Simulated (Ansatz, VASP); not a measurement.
## Mg4Se: VASP beside Ansatz

```
Mg Se
1.0
     3.63991    0.00000    0.00000
    -1.81996    3.15226    0.00000
     0.00000    0.00000   10.51083
Mg Se
4 1
Cartesian
  1.8200 1.0508 8.8480
  0.0000 2.1015 1.6628
  1.8200 1.0508 4.0666
  0.0000 2.1015 6.4442
  0.0000 0.0000 0.0000
```

Alike in both runs: functional PBE; k mesh 5 × 5 × 2; occupations gaussian, width 0.2 eV; no spin polarisation.

Ansatz relaxed the structure, and its values are those at the end. VASP's run is a single point on that final structure, the one shown.

|  | VASP | Ansatz |
| --- | --- | --- |
| version | VASP 6.6.1 | Ansatz 0.2.0 |
| potentials or method | VASP PAW PBE potentials, release 64 (Mg, Se), cutoff 600 eV | scalar-relativistic, plane waves, PAW |
| valence electrons in the cell | 14 | 56 |

|  | VASP | Ansatz | Ansatz less VASP |
| --- | --- | --- | --- |
| gap on the k mesh at the Fermi level (eV) | none | none | - |
| pressure (GPa) | 0.2 | 0.3 | +0.10 |
| rms of the force components (eV/Å) | 0.006 | 0.006 | -0.0004 |

A gap of «none» marks a metal or a gap that the smearing closes. The functional is the same, so the differences come from potentials, cutoffs and numerics. VASP's potentials hold 14 valence electrons a cell and Ansatz's 56, so a difference there can come from the potentials and not from the codes.

The k mesh is coarse, so the values compare programs but aren't converged.
